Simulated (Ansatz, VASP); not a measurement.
Ir: VASP beside Ansatz

The input INCAR:

```
SYSTEM = Ir
  PREC = Accurate
  ENCUT = 560
  EDIFF = 1E-6
  ISMEAR = 0
  SIGMA = 0.15
  LREAL = .False.
  LASPH = .True.
  NELM = 120
  ALGO = Normal
  ISIF = 2
  LWAVE = .False.
  LCHARG = .False.
  NBANDS = 14
  GGA_COMPAT = .False.
```

KPOINTS

```
Automatic mesh
0
Gamma
  22 22 22
  0 0 0
```

File POSCAR:

```
Ir
1.0
    0.0000000000      2.0060598506      1.7189926860
    2.0060598506      0.0000000000      1.7189926860
    2.0060598506      2.0060598506      0.0000000000
Ir
1
Direct
    0.0000000000      0.0000000000      0.0000000000
```

Input for Ansatz:

```yaml
crystal:
  lattice:
    - [0.0, 2.0060598506, 1.718992686]
    - [2.0060598506, 0.0, 1.718992686]
    - [2.0060598506, 2.0060598506, 0.0]
  atoms:
    - { symbol: Ir, position: [0.0, 0.0, 0.0] }
basis:
  ecutwfc: 420
kpoints:
  mp_grid: { grid: [22, 22, 22] }
hamiltonian:
  xc: lda
scf:
  occupations: { method: gaussian, width: 0.15 }
output:
  forces: true
  stress: true
  eigenvalues: true
```

Alike in both runs: task single point; functional LDA; k mesh 22 × 22 × 22; occupations gaussian, width 0.15 eV; no spin polarisation.

```csv
,VASP,Ansatz
version,VASP 6.6.1,Ansatz 0.2.0
potentials or method,"VASP PAW LDA potentials, release 64 (Ir_sv_GW), cutoff 560 eV","scalar-relativistic, plane waves, PAW"
valence electrons in the cell,17,17
```

```csv
,VASP,Ansatz,Ansatz less VASP
gap on the k mesh at the Fermi level (eV),none,none,-
pressure (GPa),4.5,4.9,+0.38
"traceless stress, the component that is largest in VASP (GPa)",32.33,32.52,+0.184
```

LDA's correlation is that of Perdew and Zunger in VASP and of Perdew and Wang (1992) in Ansatz. A gap of «none» marks a metal or a gap that the smearing closes.

Neither program's run includes spin-orbit coupling.
